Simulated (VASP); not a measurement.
# SiC: single point with r2SCAN

SiC:

```
Si C
1.0
     0.00000   -2.17814   -2.17814
     0.00000    2.17814   -2.17814
     4.35629    0.00000    0.00000
Si C
2 2
Direct
  0.50000 0.50000 0.50000
  0.00000 0.00000 0.00000
  0.00000 0.50000 0.25000
  0.50000 0.00000 0.75000
```

```yaml
Program: VASP 6.6.1
Task: single point
Functional: r2SCAN
Potentials_or_basis: VASP PAW PBE potentials, release 64 (Si, C)
Cutoff: 520 eV
k_mesh: 10 × 10 × 6
Occupations: gaussian, width 0.05 eV
Spin: no spin polarisation
Dipole_correction: no
Further_INCAR_settings: ALGO = Normal; EDIFF = 1e-06; NBANDS = 16
```

```yaml
Pressure: -0.2 GPa
Band_gap_on_the_k_mesh: 1.72 eV
```

Levels at points of the mesh, in eV from the valence-band top:
```csv
k point,band 6,band 7,band 8,band 9,band 10,band 11
"(0.00, 0.00, 0.00)",0.00,0.00,0.00,1.72,4.83,6.85
"(0.50, 0.00, 0.00)",-4.48,-1.24,-1.24,6.07,6.07,9.49
"(0.50, 0.50, 0.00)",-3.34,-3.34,-3.34,1.72,1.72,4.83
"(0.00, 0.00, 0.50)",-2.02,-2.02,-2.02,4.54,4.54,6.91
"(0.50, 0.00, 0.50)",-1.11,-1.11,-1.11,6.00,6.00,7.76
"(0.50, 0.50, 0.50)",-5.18,-4.81,-4.81,5.73,5.73,10.14
```

Wall time 72 s on 1 thread of AMD EPYC 9R45 96-Core Processor (Zen 5), with other jobs on the host, peak memory 0.15 GiB.

Caveat: the PAW data sets were made with another functional, which shifts forces and pressure a little. r2SCAN opens gaps a little over a GGA but as a rule still falls short of measured ones.
